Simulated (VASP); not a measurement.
Write the native input for VASP 6.6.1 that does the following.

- Task: single point
- Functional: PBE
- Potentials or basis: VASP PAW PBE potentials, release 64 (Fe, Co)
- Cutoff: 600 eV
- k mesh: 16 × 16 × 16
- Occupations: gaussian, width 0.05 eV
- Spin: no spin polarisation
- Dipole correction: no
- Further INCAR settings: ALGO = Normal; EDIFF = 1e-06; NBANDS = 16

The structure of FeCo (Wairauite) lies in POSCAR:

```
FeCo
1.0
    2.7231936910      0.0000000000      0.0000000000
    0.0000000000      2.7231936910      0.0000000000
    0.0000000000      0.0000000000      2.7231936910
Fe Co
1 1
Direct
    0.5000000000      0.5000000000      0.5000000000
    0.0000000000      0.0000000000      0.0000000000
```

This cell differs from its parent crystal: volume scaled by 0.960.

The input as run:

INCAR

```
PREC = Accurate
ENCUT = 600
EDIFF = 1E-6
ISMEAR = 0
SIGMA = 0.05
LREAL = False
LASPH = True
NELM = 120
ALGO = Normal
ISIF = 2
LWAVE = False
LCHARG = False
GGA = PE
NBANDS = 16
GGA_COMPAT = False
```

KPOINTS

```
regular mesh
0
Gamma
  16 16 16
```

Potentials or basis: VASP PAW PBE potentials, release 64 (Fe, Co).

The run is started by

```bash
$ cat potpaw_PBE.64/Fe/POTCAR potpaw_PBE.64/Co/POTCAR > POTCAR
$ mpirun -np 1 vasp_std > vasp.out
```

Results of the run:

The pressure is 10.4 GPa.

Caveat: the run has no spin polarisation, though such a crystal can be magnetic.

It took 88 s on 1 thread of Intel Xeon 8259CL, on a shared host, peak memory 0.2 GiB.
